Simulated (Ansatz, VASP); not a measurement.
**One calculation of Na, two programs**

File INCAR:

```
SYSTEM = Na
ALGO = Fast ; EDIFF = 1E-7
ENCUT = 520 ; GGA = PE
ISIF = 2 ; ISMEAR = 0
LASPH = .TRUE. ; LCHARG = .FALSE.
LREAL = .FALSE. ; LWAVE = .FALSE.
NBANDS = 10 ; NELM = 100
PREC = Accurate ; SIGMA = 0.15
```

File KPOINTS:

```
k-points
0
G
  16 16 16
  0 0 0
```

Contents of POSCAR:

```
Na
1.0
   -2.1042656250      2.1175000000      2.1042656250
    2.1307343750     -2.1175000000      2.1307343750
    2.1042656250      2.1175000000     -2.1042656250
Na
1
Direct
    0.0000000000      0.0000000000      0.0000000000
```

Input for Ansatz:

```yaml
crystal:
  lattice:
    - [-2.104265625, 2.1175, 2.104265625]
    - [2.130734375, -2.1175, 2.130734375]
    - [2.104265625, 2.1175, -2.104265625]
  atoms:
    - { symbol: Na, position: [0.0, 0.0, 0.0] }
basis:
  ecutwfc: 420
kpoints:
  mp_grid: { grid: [16, 16, 16] }
hamiltonian:
  xc: pbe
scf:
  occupations: { method: gaussian, width: 0.15 }
output:
  forces: true
  stress: true
  eigenvalues: true
```

Change from the starting cell: strain +0.0125 x Voigt [0, 0, 0, 0, 1, 0], atoms carried along.

Alike in both runs: task single point; functional PBE; k mesh 16 × 16 × 16; occupations gaussian, width 0.15 eV; no spin polarisation.

|  | VASP | Ansatz |
| --- | --- | --- |
| version | VASP 6.6.1 | Ansatz 0.2.0 |
| potentials or method | VASP PAW PBE potentials, release 64 (Na_pv), cutoff 520 eV | scalar-relativistic, plane waves, PAW |
| valence electrons in the cell | 7 | 9 |

|  | VASP | Ansatz | Ansatz less VASP |
| --- | --- | --- | --- |
| gap on the k mesh at the Fermi level (eV) | none | none | - |
| pressure (GPa) | -0.2 | -0.2 | +0.01 |
| traceless stress, the component that is largest in VASP (GPa) | -0.08 | -0.08 | +0.001 |

A gap of «none» marks a metal or a gap that the smearing closes. With one functional, cell and mesh, what is left measures potentials, basis and numerics. VASP's potentials hold 7 valence electrons a cell and Ansatz's 9, so a difference there can come from the potentials and not from the codes.
